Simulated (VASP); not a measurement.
# Zr (P-1) in VASP: single point with PBEsol

Aim: the single point of Zr with PBEsol.

Program: VASP 6.6.1. These are calculated values, not measurements. Logs are shortened: lines on timing, memory, paths and dates and some standing lists are left out, and cuts for length are marked.

## Step 1: The cell of the first run

The typed cell holds 2 atoms: a = 3.232 Å, b = 3.232 Å, c = 5.147 Å, α = 90.00°, β = 90.00°, γ = 120.00°.

## Step 2: Single point, PBEsol (atom 1 (Zr) moved by (+0.600, -0.300) A along [1 1 0] and z)

The input, INCAR:

```
ALGO = Normal ; EDIFF = 1E-6
ENCUT = 500 ; GGA = PS
GGA_COMPAT = False ; ISIF = 2
ISMEAR = 0 ; LASPH = True
LCHARG = True ; LELF = True
LREAL = False ; LVHAR = True
LWAVE = False ; NBANDS = 19
NELM = 120 ; PREC = Accurate
SIGMA = 0.15
```

The input, KPOINTS:

```
k-points
0
Gamma
  18 18 10
```

The input, POSCAR:

```
Zr
1.0
    3.2319982225      0.0000000000      0.0000000000
   -1.6159991112      2.7989925657      0.0000000000
    0.0000000000      0.0000000000      5.1470000000
Zr
2
Direct
    0.5403919382      0.8182440856      0.1917136196
    0.6666666667      0.3333333333      0.7500000000
```

Potentials or basis: VASP PAW PBE potentials, release 64 (Zr_sv).

Command:

```sh
$ cat potpaw_PBE.64/Zr_sv/POTCAR > POTCAR
$ mpirun -np 1 vasp_std > vasp.out
```

OUTCAR:

```text
EDIFF = 1E-6
   ENCUT = 500
   GGA = PS
   ISIF = 2
   ISMEAR = 0
   LASPH = True
   LREAL = False
   NELM = 120
   PREC = Accurate

 ion  position               nearest neighbor table
   1  0.540  0.818  0.192-   2 2.73   2 2.90   2 3.24   2 3.34   2 3.39   2 3.78   2 3.89
   2  0.667  0.333  0.750-   1 2.73   1 2.90   1 3.24   1 3.34   1 3.39   1 3.78   1 3.89

  LATTYP: Found a hexagonal cell.
 ALAT       =     3.2319982225
 C/A-ratio  =     1.5925132521

  Lattice vectors:

 A1 = (   3.2319982225,   0.0000000000,   0.0000000000)
 A2 = (  -1.6159991112,   2.7989925657,   0.0000000000)
 A3 = (   0.0000000000,   0.0000000000,   5.1470000000)

Analysis of symmetry for initial positions (statically):
=====================================================================
 Subroutine PRICEL returns:
 Original cell was already a primitive cell.

 Routine SETGRP: Setting up the symmetry group for a
 hexagonal supercell.

 Subroutine GETGRP returns: Found  2 space group operations
 (whereof  1 operations were pure point group operations)
 out of a pool of 24 trial point group operations.

The static configuration has the point symmetry C_1 .
 The point group associated with its full space group is S_2 .

Analysis of symmetry for dynamics (positions and initial velocities):
=====================================================================
 Subroutine PRICEL returns:
 Original cell was already a primitive cell.

 Routine SETGRP: Setting up the symmetry group for a
 hexagonal supercell.

 Subroutine GETGRP returns: Found  2 space group operations
 (whereof  1 operations were pure point group operations)
 out of a pool of 24 trial point group operations.

The dynamic configuration has the point symmetry C_1 .
 The point group associated with its full space group is S_2 .

 Subroutine INISYM returns: Found  2 space group operations
 (whereof  1 operations are pure point group operations),
 and found     1 'primitive' translations

----------------------------------------------------------------------------------------

                                     Primitive cell

  volume of cell :      46.5615

  direct lattice vectors                    reciprocal lattice vectors
     3.231998223  0.000000000  0.000000000     0.309406111  0.178635701  0.000000000
    -1.615999111  2.798992566  0.000000000     0.000000000  0.357271403  0.000000000
     0.000000000  0.000000000  5.147000000     0.000000000  0.000000000  0.194287935

  length of vectors
     3.231998223  3.231998222  5.147000000     0.357271403  0.357271403  0.194287935

  position of ions in fractional coordinates (direct lattice)
     0.540391938  0.818244086  0.191713620
     0.666666667  0.333333333  0.750000000

  ion indices of the primitive-cell ions
   primitive index   ion index
                 1           1
                 2           2

----------------------------------------------------------------------------------------

 KPOINTS: k-points

Automatic generation of k-mesh.
 Grid dimensions read from file:
 generate k-points for:   18   18   10

 Generating k-lattice:

  Cartesian coordinates                     Fractional coordinates (reciprocal lattice)
     0.017189228  0.009924206  0.000000000     0.055555556  0.000000000  0.000000000
     0.000000000  0.019848411  0.000000000     0.000000000  0.055555556  0.000000000
     0.000000000  0.000000000  0.019428793     0.000000000  0.000000000  0.100000000

  Length of vectors
     0.019848411  0.019848411  0.019428793

  Shift w.r.t. Gamma in fractional coordinates (k-lattice)
     0.000000000  0.000000000  0.000000000

 Subroutine IBZKPT returns following result:
 ===========================================

 Found   1624 irreducible k-points:

 Following reciprocal coordinates:
            Coordinates               Weight
  0.000000  0.000000  0.000000      1.000000
  0.055556 -0.000000  0.000000      2.000000
  0.000000  0.055556  0.000000      2.000000
 -0.055556  0.055556  0.000000      2.000000
  0.111111 -0.000000  0.000000      2.000000
  0.000000  0.111111  0.000000      2.000000
[... 16 lines left out ...]
  0.444444  0.000000  0.000000      2.000000
  0.000000  0.444444  0.000000      2.000000
 [... further k-points ...]
   k-points           NKPTS =   1624   k-points in BZ     NKDIM =   1624   number of bands    NBANDS=     19
   number of dos      NEDOS =    301   number of ions     NIONS =      2
   total plane-waves  NPLWV =  23040
   dimension x,y,z NGX =    24 NGY =   24 NGZ =   40
   dimension x,y,z NGXF=    48 NGYF=   48 NGZF=   80
   ions per type =               2
   NGX,Y,Z   is equivalent  to a cutoff of  12.35, 12.35, 12.92 a.u.
   NGXF,Y,Z  is equivalent  to a cutoff of  24.69, 24.69, 25.84 a.u.
 SYSTEM =  unknown system
   PREC   = accura    normal or accurate (medium, high low for compatibility)
   ISTART =      0    job   : 0-new  1-cont  2-samecut
   ICHARG =      2    charge: 1-file 2-atom 10-const
   ISPIN  =      1    spin polarized calculation?
   LNONCOLLINEAR =      F non collinear calculations
   LSORBIT =      F    spin-orbit coupling
   LASPH  =      T    aspherical Exc in radial PAW
   ENCUT  =  500.0 eV  36.75 Ry    6.06 a.u.   5.89  5.89  9.38*2*pi/ulx,y,z
   NELM   =    120;   NELMIN=  2; NELMDL= -5     # of ELM steps
   EDIFF  = 0.1E-05   stopping-criterion for ELM
   LREAL  =      F    real-space projection
[... 7 lines left out ...]
   TEBEG  =    0.0;   TEEND  =   0.0 temperature during run
   PSTRESS=    0.0 pullay stress
   NELECT =      24.0000    total number of electrons
   NUPDOWN=      -1.0000    fix difference up-down
   EMIN   =  10.00;   EMAX   =-10.00  energy-range for DOS
   EFERMI =   0.00;   METHOD = LEGACY
   ISMEAR =     0;   SIGMA  =   0.15  broadening in eV -4-tet -1-fermi 0-gaus
   EFERMI_NEDOS =   21; number of points for ismear=-14 and -15
   IALGO  =     38    algorithm
   IMIX   =      4    mixing-type and parameters
     AMIX     =   0.40;   BMIX     =  1.00
     AMIX_MAG =   1.60;   BMIX_MAG =  1.00
  volume/ion in A,a.u.               =      23.28       157.11
  Fermi-wavevector in a.u.,A,eV,Ry     =   1.312612  2.480476 23.442147  1.722949
  Thomas-Fermi vector in A             =   2.442992
   LORBIT       =      0    0 simple, 1 ext, 2 COOP (PROOUT), +10 PAW based schemes
   GGA     = PS    functional components
   LHFCALC =     F    Hartree Fock is set to
   AEXX    =    0.0000 exact exchange contribution
   IVDW    =     0    specifies the selected vdW correction
   LEPSILON=     F    determine dielectric tensor
   LRPA    =     F    only Hartree local field effects (RPA)
 non-spin polarized calculation
 Gauss-broadening in eV      SIGMA  =   0.15
  energy-cutoff  :      500.00
  volume of cell :       46.56
 maximum number of plane-waves:      1196
   NGX = 11   NGY = 11   NGZ = 19

 number of electron      24.0000000 magnetization

 Free energy of the ion-electron system (eV)
  ---------------------------------------------------
  ext. energy  EPLUGINS =         0.00000000
  ---------------------------------------------------
  free energy    TOTEN  =       -17.86745898 eV

  energy without entropy =      -17.83967544  energy(sigma->0) =      -17.85356721

 E-fermi :   8.6368     XC(G=0): -11.1567

 val. band max:        8.6357889803   @ k =   0.1667   0.4444   0.1000
 cond. band min:       8.6373136452   @ k =   0.5000  -0.1667  -0.3000
 fundamental gap:      0.0015246648
 Fermi energy:         8.6368468744

 k-point     1 :       0.0000    0.0000    0.0000
  band No.  band energies     occupation
      1     -39.9039      2.00000
      2     -39.6382      2.00000
      3     -18.6103      2.00000
      4     -17.6936      2.00000
      5     -17.4892      2.00000
      6     -17.4086      2.00000
[... 11 lines left out ...]
     18      11.8490      0.00000
     19      12.7166      0.00000

 k-point     2 :       0.0556   -0.0000    0.0000
  band No.  band energies     occupation
      1     -39.9008      2.00000
      2     -39.6362      2.00000
      3     -18.6047      2.00000
      4     -17.6991      2.00000
      5     -17.5178      2.00000
      6     -17.4242      2.00000
[... 11 lines left out ...]
     18      12.2658      0.00000
     19      12.8079      0.00000

 k-point     3 :       0.0000    0.0556    0.0000
  band No.  band energies     occupation
      1     -39.8995      2.00000
      2     -39.6375      2.00000
      3     -18.6012      2.00000
      4     -17.7156      2.00000
      5     -17.4992      2.00000
      6     -17.4158      2.00000
[... 11 lines left out ...]
     18      11.9484      0.00000
     19      12.7229      0.00000

 k-point     4 :      -0.0556    0.0556    0.0000
  band No.  band energies     occupation
      1     -39.8996      2.00000
      2     -39.6373      2.00000
      3     -18.6016      2.00000
      4     -17.7145      2.00000
      5     -17.4988      2.00000
      6     -17.4204      2.00000
[... 11 lines left out ...]
     18      12.0527      0.00000
     19      12.6173      0.00000

 k-point     5 :       0.1111   -0.0000    0.0000
  band No.  band energies     occupation
      1     -39.8919      2.00000
      2     -39.6304      2.00000
      3     -18.5887      2.00000
      4     -17.7149      2.00000
      5     -17.5964      2.00000
      6     -17.4703      2.00000
[... 11 lines left out ...]
     18      12.4455      0.00000
     19      13.3541      0.00000

 k-point     6 :       0.0000    0.1111    0.0000
  band No.  band energies     occupation
      1     -39.8866      2.00000
      2     -39.6356      2.00000
      3     -18.5751      2.00000
      4     -17.7773      2.00000
      5     -17.5292      2.00000
      6     -17.4397      2.00000
[... 11 lines left out ...]
     18      11.8881      0.00000
     19      12.8505      0.00000

 k-point     7 :      -0.1111    0.1111    0.0000
  band No.  band energies     occupation
      1     -39.8871      2.00000
      2     -39.6351      2.00000
      3     -18.5763      2.00000
      4     -17.7746      2.00000
      5     -17.5297      2.00000
      6     -17.4513      2.00000
[... 11 lines left out ...]
     18      12.1541      0.00000
     19      12.5401      0.00000

 k-point     8 :       0.1667   -0.0000    0.0000
  band No.  band energies     occupation
      1     -39.8782      2.00000
      2     -39.6216      2.00000
      3     -18.5641      2.00000
      4     -17.7416      2.00000
      5     -17.7082      2.00000
      6     -17.5423      2.00000
[... 256 lines left out ...]
 k-point    20 :       0.3889   -0.0000    0.0000
  band No.  band energies     occupation
      1     -39.8119      2.00000
      2     -39.5800      2.00000
      3     -18.4508      2.00000
      4     -18.2219      2.00000
      5     -17.8767      2.00000
      6     -17.8427      2.00000
[... 11 lines left out ...]
     18      13.7319      0.00000
     19      14.5853      0.00000

 k-point    21 :       0.0000    0.3889    0.0000
  band No.  band energies     occupation
      1     -39.7502      2.00000
      2     -39.6407      2.00000
      3     -18.4424      2.00000
      4     -18.2215      2.00000
      5     -17.8205      2.00000
      6     -17.6981      2.00000
[... 11 lines left out ...]
     18      13.3173      0.00000
     19      13.6711      0.00000

 k-point    22 :      -0.3889    0.3889    0.0000
  band No.  band energies     occupation
      1     -39.7588      2.00000
      2     -39.6321      2.00000
      3     -18.4082      2.00000
      4     -18.2794      2.00000
      5     -17.8396      2.00000
      6     -17.6358      2.00000
[... 11 lines left out ...]
     18      13.3596      0.00000
     19      13.6100      0.00000

 k-point    23 :       0.4444    0.0000    0.0000
  band No.  band energies     occupation
      1     -39.8026      2.00000
      2     -39.5743      2.00000
      3     -18.4361      2.00000
      4     -18.2892      2.00000
      5     -17.9190      2.00000
      6     -17.8571      2.00000
[... 11 lines left out ...]
     18      14.1360      0.00000
     19      14.5629      0.00000

 k-point    24 :       0.0000    0.4444    0.0000
  band No.  band energies     occupation
      1     -39.7269      2.00000
      2     -39.6490      2.00000
      3     -18.4623      2.00000
      4     -18.2607      2.00000
      5     -17.7999      2.00000
      6     -17.7299      2.00000
[... 11 lines left out ...]
     18      13.8785      0.00000
     19      14.2419      0.00000

 [... further k-points ...]

------------------------ aborting loop because EDIFF is reached ----------------------------------------

  FORCE on cell =-STRESS in cart. coord.  units (eV):
  Direction    XX          YY          ZZ          XY          YZ          ZX
  --------------------------------------------------------------------------------------
  -------------------------------------------------------------------------------------
  Total       -1.6053404     -0.5927571      0.4733377     -0.3371554     -0.2365769     -0.0634374
  in kB      -55.2396203    -20.3967184     16.2875091    -11.6014883     -8.1405899     -2.1828761
  external PRESSURE =     -19.7829432 kB  Pullay stress =       0.0000000 kB

 VOLUME and BASIS-vectors are now :
 -----------------------------------------------------------------------------
  energy-cutoff  :      500.00
  volume of cell :       46.56
      direct lattice vectors                 reciprocal lattice vectors
     3.231998223  0.000000000  0.000000000     0.309406111  0.178635701  0.000000000
    -1.615999111  2.798992566  0.000000000     0.000000000  0.357271403  0.000000000
     0.000000000  0.000000000  5.147000000     0.000000000  0.000000000  0.194287935

 POSITION                                       TOTAL-FORCE (eV/Angst)
 -----------------------------------------------------------------------------------
      0.42426      2.29026      0.98675        -0.077877     -0.171040      1.491104
      1.61600      0.93300      3.86025         0.077877      0.171040     -1.491104
 -----------------------------------------------------------------------------------
    total drift:                                0.000000      0.000001     -0.000003

  FREE ENERGIE OF THE ION-ELECTRON SYSTEM (eV)
  ---------------------------------------------------
  free  energy   TOTEN  =       -17.8674589791 eV

  energy  without entropy=      -17.8396754385  energy(sigma->0) =      -17.85356721
```

Wall time 31 min (1 thread of Oxide Virtual Turin-like, shared host); peak memory 1 GiB.

Results:

```yaml
Free_energy: -17.8675 eV
Pressure: -2.0 GPa
Largest_force: 1.503 eV/Å
Band_gap_on_the_k_mesh: zero (bands 12 and 13 overlap by 1.29 eV)
```

Forces on the atoms (eV/Å):
```
Zr  -0.078 -0.171  1.491
Zr   0.078  0.171 -1.491
```

Caveat: the cell differs from its parent crystal (atom 1 (Zr) moved by (+0.600, -0.300) A along [1 1 0] and z); the stress differs along the axes, from -6 to 2 GPa; the PAW data sets were made with another functional, which shifts forces and pressure a little.
